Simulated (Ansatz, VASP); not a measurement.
## Two plane-wave programs on Ta

File INCAR:

```
SYSTEM = Ta
PREC = Accurate
ENCUT = 520
EDIFF = 1E-6
ISMEAR = 0
SIGMA = 0.15
LREAL = .FALSE.
LASPH = .TRUE.
NELM = 60
ALGO = Fast
ISIF = 2
LWAVE = .FALSE.
LCHARG = .TRUE.
GGA = PS
LELF = .TRUE.
LVHAR = .TRUE.
NBANDS = 12
```

The input KPOINTS:

```
regular mesh
0
G
  26 26 26
  0 0 0
```

File POSCAR:

```
Ta
1.0
   -1.6402597622      1.5746493717      1.6402597622
    1.6402597622     -1.5746493717      1.6402597622
    1.6402597622      1.5746493717     -1.6402597622
Ta
1
Direct
    0.0000000000      0.0000000000      0.0000000000
```

Input for Ansatz:

```yaml
crystal:
  lattice:
    - [-1.6402597622, 1.5746493717, 1.6402597622]
    - [1.6402597622, -1.5746493717, 1.6402597622]
    - [1.6402597622, 1.5746493717, -1.6402597622]
  atoms:
    - { symbol: Ta, position: [0.0, 0.0, 0.0] }
basis:
  ecutwfc: 420
kpoints:
  mp_grid: { grid: [26, 26, 26] }
hamiltonian:
  xc: pbesol
scf:
  occupations: { method: gaussian, width: 0.15 }
output:
  forces: true
  stress: true
  eigenvalues: true
```

Change from the starting cell: strain -0.0400 x Voigt [0, 1, 0, 0, 0, 0], atoms carried along.

Alike in both runs: task single point; functional PBEsol; k mesh 26 × 26 × 26; occupations gaussian, width 0.15 eV; no spin polarisation.

```csv
,VASP,Ansatz
version,VASP 6.6.1,Ansatz 0.2.0
potentials or method,"VASP PAW PBE potentials, release 64 (Ta_pv), cutoff 520 eV","scalar-relativistic, plane waves, PAW"
valence electrons in the cell,11,13
```

```tsv
	VASP	Ansatz	Ansatz less VASP
gap on the k mesh at the Fermi level (eV)	none	none	-
pressure (GPa)	9.8	9.5	-0.31
traceless stress, the component that is largest in VASP (GPa)	3.52	3.53	+0.010
```

VASP's potentials were made for PBE, not for PBEsol. A gap of «none» marks a metal or a gap that the smearing closes. VASP's potentials hold 11 valence electrons a cell and Ansatz's 13, so a difference there can come from the potentials and not from the codes.

Spin-orbit coupling is off throughout.
